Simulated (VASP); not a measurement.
# HfH3 (Pm-3m) in VASP: a series of runs

HfH3 is run at these levels: PBEsol+D3(BJ), r2SCAN+D3(BJ); tasks: single point, relaxation of cell and atoms.

All numbers are computed with VASP 6.6.1; they aren't measurements. Logs are shortened: lines on timing, memory, paths and dates and some standing lists are left out, and cuts for length are marked.

## Step 1: The cell of the first run

Symmetry: Pm-3m, No. 221, cubic system. The conventional cell has a = 3.035 Å, b = 3.035 Å, c = 3.035 Å, α = 90.00°, β = 90.00°, γ = 90.00°. Within 2.8 Å of Hf (site symmetry m-3m) lie 12 H at 2.15 Å. H (site symmetry 4/mmm) has 4 Hf at 2.15 Å and 8 H at 2.15 Å within 2.8 Å.

## Step 2: Single point, PBEsol+D3(BJ)

Input file INCAR:

```
PREC = Accurate ; ENCUT = 520
EDIFF = 1E-6 ; ISMEAR = 1
SIGMA = 0.05 ; LREAL = False
LASPH = True ; NELM = 100
ALGO = Normal ; ISIF = 2
LWAVE = False ; LCHARG = False
GGA = PS ; IVDW = 12
NBANDS = 14
```

Input file KPOINTS:

```
regular mesh
0
Gamma
  6 6 6
```

Input file POSCAR:

```
HfH3
1.0
    3.0354978910      0.0000000000      0.0000000000
    0.0000000000      3.0354978910      0.0000000000
    0.0000000000      0.0000000000      3.0354978910
Hf H
1 3
Direct
    0.0000000000      0.0000000000      0.0000000000
    0.0000000000      0.5000000000      0.5000000000
    0.5000000000      0.0000000000      0.5000000000
    0.5000000000      0.5000000000      0.0000000000
```

Potentials or basis: VASP PAW PBE potentials, release 64 (Hf_pv, H).

Launch:

```console
$ cat potpaw_PBE.64/Hf_pv/POTCAR potpaw_PBE.64/H/POTCAR > POTCAR
$ mpirun -np 1 vasp_std > vasp.out
```

OUTCAR:

```text
PREC = Accurate
   ENCUT = 520
   EDIFF = 1E-6
   ISMEAR = 1
   LREAL = False
   LASPH = True
   NELM = 100
   ISIF = 2
   GGA = PS
   IVDW = 12
 IVDW          = 12

 ion  position               nearest neighbor table
   1  0.000  0.000  0.000-   2 2.15   3 2.15   4 2.15   2 2.15   3 2.15   2 2.15   4 2.15   2 2.15
                             3 2.15   4 2.15   3 2.15   4 2.15
   2  0.000  0.500  0.500-   1 2.15   1 2.15   1 2.15   1 2.15
   3  0.500  0.000  0.500-   1 2.15   1 2.15   1 2.15   1 2.15
   4  0.500  0.500  0.000-   1 2.15   1 2.15   1 2.15   1 2.15

  LATTYP: Found a simple cubic cell.
 ALAT       =     3.0354978910

  Lattice vectors:

 A1 = (   3.0354978910,   0.0000000000,   0.0000000000)
 A2 = (   0.0000000000,   3.0354978910,   0.0000000000)
 A3 = (   0.0000000000,   0.0000000000,   3.0354978910)

Analysis of symmetry for initial positions (statically):
=====================================================================
 Subroutine PRICEL returns:
 Original cell was already a primitive cell.

 Routine SETGRP: Setting up the symmetry group for a
 simple cubic supercell.

 Subroutine GETGRP returns: Found 48 space group operations
 (whereof 48 operations were pure point group operations)
 out of a pool of 48 trial point group operations.

The static configuration has the point symmetry O_h .

Analysis of symmetry for dynamics (positions and initial velocities):
=====================================================================
 Subroutine PRICEL returns:
 Original cell was already a primitive cell.

 Routine SETGRP: Setting up the symmetry group for a
 simple cubic supercell.

 Subroutine GETGRP returns: Found 48 space group operations
 (whereof 48 operations were pure point group operations)
 out of a pool of 48 trial point group operations.

The dynamic configuration has the point symmetry O_h .

 Subroutine INISYM returns: Found 48 space group operations
 (whereof 48 operations are pure point group operations),
 and found     1 'primitive' translations

----------------------------------------------------------------------------------------

                                     Primitive cell

  volume of cell :      27.9698

  direct lattice vectors                    reciprocal lattice vectors
     3.035497891  0.000000000  0.000000000     0.329435248  0.000000000  0.000000000
     0.000000000  3.035497891  0.000000000     0.000000000  0.329435248  0.000000000
     0.000000000  0.000000000  3.035497891     0.000000000  0.000000000  0.329435248

  length of vectors
     3.035497891  3.035497891  3.035497891     0.329435248  0.329435248  0.329435248

  position of ions in fractional coordinates (direct lattice)
     0.000000000  0.000000000  0.000000000
     0.000000000  0.500000000  0.500000000
     0.500000000  0.000000000  0.500000000
     0.500000000  0.500000000  0.000000000

  ion indices of the primitive-cell ions
   primitive index   ion index
                 1           1
                 2           2
                 3           3
                 4           4

----------------------------------------------------------------------------------------

 KPOINTS: regular mesh

Automatic generation of k-mesh.
 Grid dimensions read from file:
 generate k-points for:    6    6    6

 Generating k-lattice:

  Cartesian coordinates                     Fractional coordinates (reciprocal lattice)
     0.054905875  0.000000000  0.000000000     0.166666667  0.000000000  0.000000000
     0.000000000  0.054905875  0.000000000     0.000000000  0.166666667  0.000000000
     0.000000000  0.000000000  0.054905875     0.000000000  0.000000000  0.166666667

  Length of vectors
     0.054905875  0.054905875  0.054905875

  Shift w.r.t. Gamma in fractional coordinates (k-lattice)
     0.000000000  0.000000000  0.000000000

 Subroutine IBZKPT returns following result:
 ===========================================

 Found     20 irreducible k-points:

 Following reciprocal coordinates:
            Coordinates               Weight
  0.000000  0.000000  0.000000      1.000000
  0.166667  0.000000  0.000000      6.000000
  0.333333  0.000000  0.000000      6.000000
  0.500000  0.000000  0.000000      3.000000
  0.166667  0.166667  0.000000     12.000000
  0.333333  0.166667  0.000000     24.000000
[... 12 lines left out ...]
  0.500000  0.500000  0.333333      6.000000
  0.500000  0.500000  0.500000      1.000000
   k-points           NKPTS =     20   k-points in BZ     NKDIM =     20   number of bands    NBANDS=     14
   number of dos      NEDOS =    301   number of ions     NIONS =      4
   total plane-waves  NPLWV =  13824
   dimension x,y,z NGX =    24 NGY =   24 NGZ =   24
   dimension x,y,z NGXF=    48 NGYF=   48 NGZF=   48
   ions per type =               1   3
   NGX,Y,Z   is equivalent  to a cutoff of  13.14, 13.14, 13.14 a.u.
   NGXF,Y,Z  is equivalent  to a cutoff of  26.29, 26.29, 26.29 a.u.
 SYSTEM =  unknown system
   PREC   = accura    normal or accurate (medium, high low for compatibility)
   ISTART =      0    job   : 0-new  1-cont  2-samecut
   ICHARG =      2    charge: 1-file 2-atom 10-const
   ISPIN  =      1    spin polarized calculation?
   LNONCOLLINEAR =      F non collinear calculations
   LSORBIT =      F    spin-orbit coupling
   LASPH  =      T    aspherical Exc in radial PAW
   ENCUT  =  520.0 eV  38.22 Ry    6.18 a.u.   5.64  5.64  5.64*2*pi/ulx,y,z
   NELM   =    100;   NELMIN=  2; NELMDL= -5     # of ELM steps
   EDIFF  = 0.1E-05   stopping-criterion for ELM
   LREAL  =      F    real-space projection
   EDIFFG = 0.1E-04   stopping-criterion for IOM
   NSW    =      0    number of steps for IOM
   IBRION =     -1    ionic relax: 0-MD 1-quasi-New 2-CG
   NFREE  =      0    steps in history (QN), initial steepest desc. (CG)
   ISIF   =      2    stress and relaxation
   ISYM   =      2    0-nonsym 1-usesym 2-fastsym
   POTIM  = 0.5000    time-step for ionic-motion
   TEBEG  =    0.0;   TEEND  =   0.0 temperature during run
   PSTRESS=    0.0 pullay stress
   NELECT =      13.0000    total number of electrons
   NUPDOWN=      -1.0000    fix difference up-down
   EMIN   =  10.00;   EMAX   =-10.00  energy-range for DOS
   EFERMI =   0.00;   METHOD = LEGACY
   ISMEAR =     1;   SIGMA  =   0.05  broadening in eV -4-tet -1-fermi 0-gaus
   EFERMI_NEDOS =   21; number of points for ismear=-14 and -15
   IALGO  =     38    algorithm
   IMIX   =      4    mixing-type and parameters
     AMIX     =   0.40;   BMIX     =  1.00
     AMIX_MAG =   1.60;   BMIX_MAG =  1.00
  volume/ion in A,a.u.               =       6.99        47.19
  Fermi-wavevector in a.u.,A,eV,Ry     =   1.268117  2.396394 21.879813  1.608121
  Thomas-Fermi vector in A             =   2.401229
   LORBIT       =      0    0 simple, 1 ext, 2 COOP (PROOUT), +10 PAW based schemes
   GGA     = PS    functional components
   LHFCALC =     F    Hartree Fock is set to
   AEXX    =    0.0000 exact exchange contribution
   IVDW    =    12    specifies the selected vdW correction
   LEPSILON=     F    determine dielectric tensor
   LRPA    =     F    only Hartree local field effects (RPA)
 non-spin polarized calculation
 Methfessel and Paxton  Order N= 1 SIGMA  =   0.05
  energy-cutoff  :      520.00
  volume of cell :       27.97
 maximum number of plane-waves:       768
 NGX is ok and might be reduce to    24
   NGX = 11   NGY = 11   NGZ = 11

 number of electron      13.0000004 magnetization

 Free energy of the ion-electron system (eV)
  ---------------------------------------------------
  ext. energy  EPLUGINS =         0.00000000
  ---------------------------------------------------
  free energy    TOTEN  =       -21.58978073 eV

  energy without entropy =      -21.58965263  energy(sigma->0) =      -21.58973803

 E-fermi :   5.1933     XC(G=0): -11.6929

 val. band max:        5.0796389590   @ k =   0.3333   0.3333   0.1667
 cond. band min:       5.2033746391   @ k =   0.5000   0.0000   0.0000
 fundamental gap:      0.1237356801
 Fermi energy:         5.1933375559

 k-point     1 :       0.0000    0.0000    0.0000
  band No.  band energies     occupation
      1     -25.5175      2.00000
      2     -25.5175      2.00000
      3     -25.5175      2.00000
      4      -6.6676      2.00000
      5       0.5679      2.00000
      6       0.5679      2.00000
      7       9.9268      0.00000
      8       9.9268      0.00000
      9       9.9268      0.00000
     10      11.8663      0.00000
     11      11.8663      0.00000
     12      13.4973      0.00000
     13      13.4973      0.00000
     14      13.4973      0.00000

 k-point     2 :       0.1667    0.0000    0.0000
  band No.  band energies     occupation
      1     -25.7130      2.00000
      2     -25.5013      2.00000
      3     -25.5013      2.00000
      4      -6.0680      2.00000
      5       0.5562      2.00000
      6       0.9821      2.00000
      7       8.5268      0.00000
      8       8.5268      0.00000
      9      10.0148      0.00000
     10      10.2013      0.00000
     11      10.5091      0.00000
     12      13.8285      0.00000
     13      15.1080      0.00000
     14      15.1080      0.00000
[... 275 lines left out ...]
      1     -26.0559      2.00000
      2     -26.0559      2.00000
      3     -25.8742      2.00000
      4      -1.6523      2.00000
      5      -0.8354      2.00000
      6      -0.8354      2.00000
      7       7.2966      0.00000
      8       9.5800      0.00000
      9      10.0625      0.00000
     10      10.0625      0.00000
     11      12.2572      0.00000
     12      14.2176      0.00000
     13      15.4559      0.00000
     14      16.1934      0.00000

 k-point    20 :       0.5000    0.5000    0.5000
  band No.  band energies     occupation
      1     -26.0276      2.00000
      2     -26.0276      2.00000
      3     -26.0276      2.00000
      4      -1.3256      2.00000
      5      -1.3256      2.00000
      6      -1.3256      2.00000
      7       8.4072      0.00000
      8      11.0986      0.00000
      9      11.0986      0.00000
     10      11.0986      0.00000
     11      12.3358      0.00000
     12      12.3358      0.00000
     13      15.5129      0.00000
     14      15.5129      0.00000

------------------------ aborting loop because EDIFF is reached ----------------------------------------

 Edisp (eV)   -0.73971

 E8    (eV) :    -0.4886

  FORCE on cell =-STRESS in cart. coord.  units (eV):
  Direction    XX          YY          ZZ          XY          YZ          ZX
  --------------------------------------------------------------------------------------
  -------------------------------------------------------------------------------------
  Total      -0.12564    -0.12564    -0.12564    -0.00000     0.00000    -0.00000
  in kB      -7.19701    -7.19701    -7.19701    -0.00000     0.00000    -0.00000
  external pressure =       -7.20 kB  Pullay stress =        0.00 kB

 VOLUME and BASIS-vectors are now :
 -----------------------------------------------------------------------------
  energy-cutoff  :      520.00
  volume of cell :       27.97
      direct lattice vectors                 reciprocal lattice vectors
     3.035497891  0.000000000  0.000000000     0.329435248  0.000000000  0.000000000
     0.000000000  3.035497891  0.000000000     0.000000000  0.329435248  0.000000000
     0.000000000  0.000000000  3.035497891     0.000000000  0.000000000  0.329435248

 POSITION                                       TOTAL-FORCE (eV/Angst)
 -----------------------------------------------------------------------------------
      0.00000      0.00000      0.00000         0.000000      0.000000      0.000000
      0.00000      1.51775      1.51775         0.000000      0.000000      0.000000
      1.51775      0.00000      1.51775         0.000000      0.000000      0.000000
      1.51775      1.51775      0.00000         0.000000      0.000000      0.000000
 -----------------------------------------------------------------------------------
    total drift:                                0.000000      0.000000     -0.000000

  FREE ENERGIE OF THE ION-ELECTRON SYSTEM (eV)
  ---------------------------------------------------
  free  energy   TOTEN  =       -22.3294905616 eV

  energy  without entropy=      -22.3293624605  energy(sigma->0) =      -22.32944786
```

Run time: 7.1 s. Hardware: 1 thread of Intel Xeon 6975P-C, shared host; peak memory 0.15 GiB.

Results:

* Free energy: -22.3295 eV
* Pressure: -0.7 GPa
* Dispersion energy per atom: -0.185 eV

Caveat: the PAW data sets were made with another functional, which shifts forces and pressure a little; spin-orbit coupling is left out, which moves the levels of the heavy elements; pairwise dispersion overbinds metals, which lowers pressure and volume.

[end of part 1 of 2]
